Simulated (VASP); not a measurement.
# SnO (P4/nmm) in VASP: a series of runs, part 2 of 3

VASP 6.6.1.

### Step 3. Single point, PBEsol+D3(BJ) (strain +0.000 along x and y, -0.050 along z)

Contents of INCAR:

```
SYSTEM = SnO
  PREC = Accurate
  ENCUT = 520
  EDIFF = 1E-6
  ISMEAR = 0
  SIGMA = 0.15
  LREAL = .FALSE.
  LASPH = .TRUE.
  NELM = 60
  ALGO = Normal
  ISIF = 2
  LWAVE = .FALSE.
  LCHARG = .TRUE.
  GGA = PS
  IVDW = 12
  LELF = .TRUE.
  LVHAR = .TRUE.
  NBANDS = 28
```

Contents of KPOINTS:

```
Automatic mesh
0
G
  12 12 10
  0 0 0
```

Contents of POSCAR:

```
SnO
1.0
    3.8020000000      0.0000000000      0.0000000000
    0.0000000000      3.8020000000      0.0000000000
    0.0000000000      0.0000000000      4.5942000000
Sn O
2 2
Direct
    0.0000000000      0.5000000000      0.2385000000
    0.5000000000      0.0000000000      0.7615000000
    0.0000000000      0.0000000000      0.0000000000
    0.5000000000      0.5000000000      0.0000000000
```

Potentials or basis: VASP PAW PBE potentials, release 64 (Sn_d, O).

Started as:

```sh
$ cat potpaw_PBE.64/Sn_d/POTCAR potpaw_PBE.64/O/POTCAR > POTCAR
$ mpirun -np 1 vasp_std > vasp.out
```

OUTCAR:

```text
SYSTEM = SnO
   PREC = Accurate
   ENCUT = 520
   EDIFF = 1E-6
   ISMEAR = 0
   LREAL = .FALSE.
   LASPH = .TRUE.
   NELM = 60
   ISIF = 2
   GGA = PS
   IVDW = 12
 IVDW          = 12

 ion  position               nearest neighbor table
   1  0.000  0.500  0.239-   3 2.19   4 2.19   3 2.19   4 2.19   2 3.47   2 3.47   2 3.47   2 3.47
                             2 3.61   2 3.61   2 3.61   2 3.61
   2  0.500  0.000  0.761-   3 2.19   4 2.19   4 2.19   3 2.19   1 3.47   1 3.47   1 3.47   1 3.47
                             1 3.61   1 3.61   1 3.61   1 3.61
   3  0.000  0.000  0.000-   1 2.19   2 2.19   1 2.19   2 2.19
   4  0.500  0.500  0.000-   1 2.19   2 2.19   2 2.19   1 2.19

  LATTYP: Found a simple tetragonal cell.
 ALAT       =     3.8020000000
 C/A-ratio  =     1.2083640189

  Lattice vectors:

 A1 = (   3.8020000000,   0.0000000000,   0.0000000000)
 A2 = (   0.0000000000,   3.8020000000,   0.0000000000)
 A3 = (   0.0000000000,   0.0000000000,   4.5942000000)

Analysis of symmetry for initial positions (statically):
=====================================================================
 Subroutine PRICEL returns:
 Original cell was already a primitive cell.

 Routine SETGRP: Setting up the symmetry group for a
 simple tetragonal supercell.

 Subroutine GETGRP returns: Found 16 space group operations
 (whereof  8 operations were pure point group operations)
 out of a pool of 16 trial point group operations.

The static configuration has the point symmetry D_2d.
 The point group associated with its full space group is D_4h.

Analysis of symmetry for dynamics (positions and initial velocities):
=====================================================================
 Subroutine PRICEL returns:
 Original cell was already a primitive cell.

 Routine SETGRP: Setting up the symmetry group for a
 simple tetragonal supercell.

 Subroutine GETGRP returns: Found 16 space group operations
 (whereof  8 operations were pure point group operations)
 out of a pool of 16 trial point group operations.

The dynamic configuration has the point symmetry D_2d.
 The point group associated with its full space group is D_4h.

 Subroutine INISYM returns: Found 16 space group operations
 (whereof  8 operations are pure point group operations),
 and found     1 'primitive' translations

----------------------------------------------------------------------------------------

                                     Primitive cell

  volume of cell :      66.4101

  direct lattice vectors                    reciprocal lattice vectors
     3.802000000  0.000000000  0.000000000     0.263019463  0.000000000  0.000000000
     0.000000000  3.802000000  0.000000000     0.000000000  0.263019463  0.000000000
     0.000000000  0.000000000  4.594200000     0.000000000  0.000000000  0.217665752

  length of vectors
     3.802000000  3.802000000  4.594200000     0.263019463  0.263019463  0.217665752

  position of ions in fractional coordinates (direct lattice)
     0.000000000  0.500000000  0.238500000
     0.500000000  0.000000000  0.761500000
     0.000000000  0.000000000  0.000000000
     0.500000000  0.500000000  0.000000000

  ion indices of the primitive-cell ions
   primitive index   ion index
                 1           1
                 2           2
                 3           3
                 4           4

[... 29 lines left out ...]
  0.083333  0.000000  0.000000      4.000000
  0.166667  0.000000  0.000000      4.000000
  0.250000  0.000000  0.000000      4.000000
  0.333333  0.000000  0.000000      4.000000
  0.416667  0.000000  0.000000      4.000000
[... 16 lines left out ...]
  0.333333  0.333333  0.000000      4.000000
  0.416667  0.333333  0.000000      8.000000
 [... further k-points ...]
   k-points           NKPTS =    168   k-points in BZ     NKDIM =    168   number of bands    NBANDS=     28
   number of dos      NEDOS =    301   number of ions     NIONS =      4
   total plane-waves  NPLWV =  28224
   dimension x,y,z NGX =    28 NGY =   28 NGZ =   36
   dimension x,y,z NGXF=    56 NGYF=   56 NGZF=   72
   ions per type =               2   2
   NGX,Y,Z   is equivalent  to a cutoff of  12.24, 12.24, 13.03 a.u.
   NGXF,Y,Z  is equivalent  to a cutoff of  24.49, 24.49, 26.05 a.u.
 SYSTEM =  SnO
   PREC   = accura    normal or accurate (medium, high low for compatibility)
   ISTART =      0    job   : 0-new  1-cont  2-samecut
   ICHARG =      2    charge: 1-file 2-atom 10-const
   ISPIN  =      1    spin polarized calculation?
   LNONCOLLINEAR =      F non collinear calculations
   LSORBIT =      F    spin-orbit coupling
   LASPH  =      T    aspherical Exc in radial PAW
   ENCUT  =  520.0 eV  38.22 Ry    6.18 a.u.   7.07  7.07  8.54*2*pi/ulx,y,z
   NELM   =     60;   NELMIN=  2; NELMDL= -5     # of ELM steps
   EDIFF  = 0.1E-05   stopping-criterion for ELM
   LREAL  =      F    real-space projection
   EDIFFG = 0.1E-04   stopping-criterion for IOM
   NSW    =      0    number of steps for IOM
   IBRION =     -1    ionic relax: 0-MD 1-quasi-New 2-CG
   NFREE  =      0    steps in history (QN), initial steepest desc. (CG)
   ISIF   =      2    stress and relaxation
   ISYM   =      2    0-nonsym 1-usesym 2-fastsym
   POTIM  = 0.5000    time-step for ionic-motion
   TEBEG  =    0.0;   TEEND  =   0.0 temperature during run
   PSTRESS=    0.0 pullay stress
   NELECT =      40.0000    total number of electrons
   NUPDOWN=      -1.0000    fix difference up-down
   EMIN   =  10.00;   EMAX   =-10.00  energy-range for DOS
   EFERMI =   0.00;   METHOD = LEGACY
   ISMEAR =     0;   SIGMA  =   0.15  broadening in eV -4-tet -1-fermi 0-gaus
   EFERMI_NEDOS =   21; number of points for ismear=-14 and -15
   IALGO  =     38    algorithm
   IMIX   =      4    mixing-type and parameters
     AMIX     =   0.40;   BMIX     =  1.00
     AMIX_MAG =   1.60;   BMIX_MAG =  1.00
  volume/ion in A,a.u.               =      16.60       112.04
  Fermi-wavevector in a.u.,A,eV,Ry     =   1.382558  2.612656 26.007094  1.911467
  Thomas-Fermi vector in A             =   2.507238
   LORBIT       =      0    0 simple, 1 ext, 2 COOP (PROOUT), +10 PAW based schemes
   GGA     = PS    functional components
   LHFCALC =     F    Hartree Fock is set to
   AEXX    =    0.0000 exact exchange contribution
   IVDW    =    12    specifies the selected vdW correction
   LEPSILON=     F    determine dielectric tensor
   LRPA    =     F    only Hartree local field effects (RPA)
 non-spin polarized calculation
 Gauss-broadening in eV      SIGMA  =   0.15
  energy-cutoff  :      520.00
  volume of cell :       66.41
 maximum number of plane-waves:      1816
   NGX = 15   NGY = 15   NGZ = 17

 number of electron      40.0000001 magnetization

 Free energy of the ion-electron system (eV)
  ---------------------------------------------------
  ext. energy  EPLUGINS =         0.00000000
  ---------------------------------------------------
  free energy    TOTEN  =       -24.14568146 eV

  energy without entropy =      -24.14457420  energy(sigma->0) =      -24.14512783

 E-fermi :   7.7639     XC(G=0): -10.7736

 val. band max:        7.6764815626   @ k =   0.5000   0.5000   0.0000
 cond. band min:       7.8471696008   @ k =   0.5000   0.5000   0.1000
 fundamental gap:      0.1706880382
 Fermi energy:         7.7639190897

 k-point     1 :       0.0000    0.0000    0.0000
  band No.  band energies     occupation
      1     -14.4184      2.00000
      2     -13.8604      2.00000
      3     -13.8604      2.00000
      4     -13.8254      2.00000
      5     -13.7990      2.00000
      6     -13.7872      2.00000
[... 733 lines left out ...]
     27      15.4540      0.00000
     28      16.0580      0.00000

 [... further k-points ...]

------------------------ aborting loop because EDIFF is reached ----------------------------------------

 Edisp (eV)   -0.91067

 E8    (eV) :    -0.6025

  FORCE on cell =-STRESS in cart. coord.  units (eV):
  Direction    XX          YY          ZZ          XY          YZ          ZX
  --------------------------------------------------------------------------------------
  -------------------------------------------------------------------------------------
  Total       0.76475     0.76475     1.51572     0.00000     0.00000     0.00000
  in kB      18.45001    18.45001    36.56751     0.00000     0.00000     0.00000
  external pressure =       24.49 kB  Pullay stress =        0.00 kB

 VOLUME and BASIS-vectors are now :
 -----------------------------------------------------------------------------
  energy-cutoff  :      520.00
  volume of cell :       66.41
      direct lattice vectors                 reciprocal lattice vectors
     3.802000000  0.000000000  0.000000000     0.263019463  0.000000000  0.000000000
     0.000000000  3.802000000  0.000000000     0.000000000  0.263019463  0.000000000
     0.000000000  0.000000000  4.594200000     0.000000000  0.000000000  0.217665752

 POSITION                                       TOTAL-FORCE (eV/Angst)
 -----------------------------------------------------------------------------------
      0.00000      1.90100      1.09572        -0.000000      0.000000      1.071502
      1.90100      0.00000      3.49848         0.000000      0.000000     -1.071502
      0.00000      0.00000      0.00000         0.000000     -0.000000      0.000000
      1.90100      1.90100      0.00000         0.000000      0.000000      0.000000
 -----------------------------------------------------------------------------------
    total drift:                                0.000000      0.000000      0.000000

  FREE ENERGIE OF THE ION-ELECTRON SYSTEM (eV)
  ---------------------------------------------------
  free  energy   TOTEN  =       -25.0563465607 eV

  energy  without entropy=      -25.0552393038  energy(sigma->0) =      -25.05579293
```

OSZICAR:

```text
N       E                     dE             d eps       ncg     rms          rms(c)
DAV:   1     0.418029647727E+03    0.41803E+03   -0.19872E+04  9748   0.222E+03
DAV:   2     0.352048167067E+02   -0.38282E+03   -0.36758E+03  9728   0.548E+02
DAV:   3    -0.244247623849E+02   -0.59630E+02   -0.58459E+02 10644   0.181E+02
DAV:   4    -0.272187068930E+02   -0.27939E+01   -0.27798E+01 11036   0.415E+01
DAV:   5    -0.272825345839E+02   -0.63828E-01   -0.63819E-01 10376   0.677E+00    0.108E+01
DAV:   6    -0.241918698651E+02    0.30907E+01   -0.13485E+01 15272   0.420E+01    0.472E+00
DAV:   7    -0.241786762488E+02    0.13194E-01   -0.16250E+00 10844   0.784E+00    0.241E+00
DAV:   8    -0.241559280680E+02    0.22748E-01   -0.27419E-01 13012   0.360E+00    0.770E-01
DAV:   9    -0.241450478749E+02    0.10880E-01   -0.45544E-02 14544   0.248E+00    0.212E-01
DAV:  10    -0.241458183687E+02   -0.77049E-03   -0.56786E-03 13216   0.728E-01    0.976E-02
DAV:  11    -0.241456691053E+02    0.14926E-03   -0.94733E-04 14576   0.321E-01    0.198E-02
DAV:  12    -0.241456899948E+02   -0.20889E-04   -0.17112E-04  9916   0.754E-02    0.282E-02
DAV:  13    -0.241456811208E+02    0.88740E-05   -0.35965E-05 12756   0.534E-02    0.179E-03
DAV:  14    -0.241456814600E+02   -0.33924E-06   -0.30299E-06  9496   0.107E-02
   1 F= -.25056347E+02 E0= -.25055793E+02  d E =-.110726E-02
```

stdout:

```text
POSCAR found type information on POSCAR SnO
 POSCAR found :  2 types and       4 ions
 scaLAPACK will be used
 -----------------------------------------------------------------------------
|                                                                             |
|                                                                             |
|     You enforced a specific xc type in the INCAR file but a different       |
|     I HOPE YOU KNOW WHAT YOU ARE DOING!                                     |
|                                                                             |
 -----------------------------------------------------------------------------

 LDA part: xc-table for (Slater+PW92), standard interpolation
 POSCAR, INCAR and KPOINTS ok, starting setup
 FFT: planning ... GRIDC
 FFT: planning ... GRID_SOFT
 FFT: planning ... GRID
 WAVECAR not read
 entering main loop
```

Wall time 7.2 min (1 thread of Intel Xeon 8259CL, shared host); peak memory 0.37 GiB.

Results:

```
Free energy                : -25.0563 eV
Pressure                   : 2.4 GPa
Largest force              : 1.072 eV/Å
Band gap on the k mesh     : 0.06 eV (least direct gap 1.75 eV)
Dispersion energy per atom : -0.228 eV
```

Forces on the atoms (eV/Å):
```
Sn   0.000  0.000  1.072
Sn   0.000  0.000 -1.072
O    0.000  0.000  0.000
O    0.000  0.000  0.000
```

Stress tensor (GPa, compression positive):
```
1.85 0.00 0.00
0.00 1.85 0.00
0.00 0.00 3.66
```

Levels at points of the mesh, in eV from the valence-band top:
| k point | band 17 | band 18 | band 19 | band 20 | band 21 | band 22 | band 23 | band 24 |
| --- | --- | --- | --- | --- | --- | --- | --- | --- |
| (0.00, 0.00, 0.00) | -3.63 | -3.52 | -3.52 | -0.07 | 2.16 | 4.68 | 4.76 | 4.76 |
| (0.50, 0.00, 0.00) | -5.19 | -5.19 | -2.68 | -2.68 | 3.54 | 3.54 | 6.05 | 6.05 |
| (0.50, 0.50, 0.00) | -2.81 | -2.81 | -1.69 | -1.69 | 0.06 | 0.06 | 4.73 | 4.73 |
| (0.00, 0.00, 0.50) | -3.53 | -3.53 | -2.71 | -1.99 | 1.34 | 2.85 | 2.85 | 3.47 |
| (0.50, 0.00, 0.50) | -5.18 | -5.18 | -1.62 | -1.62 | 2.88 | 2.88 | 5.42 | 5.42 |
| (0.50, 0.50, 0.50) | -2.81 | -2.81 | -2.72 | -2.72 | 2.53 | 2.53 | 4.49 | 4.49 |

Caveat: the cell differs from its parent crystal (strain +0.000 along x and y, -0.050 along z); the smearing spreads over this small gap; semilocal functionals underestimate gaps, and a narrow one can read as zero; the PAW data sets were made with another functional, which shifts forces and pressure a little; spin-orbit coupling is left out, which moves the levels of the heavy elements.

(Continued in part 3 of 3.)

The gap in the log of VASP goes by the Fermi energy; the results here count the filled bands.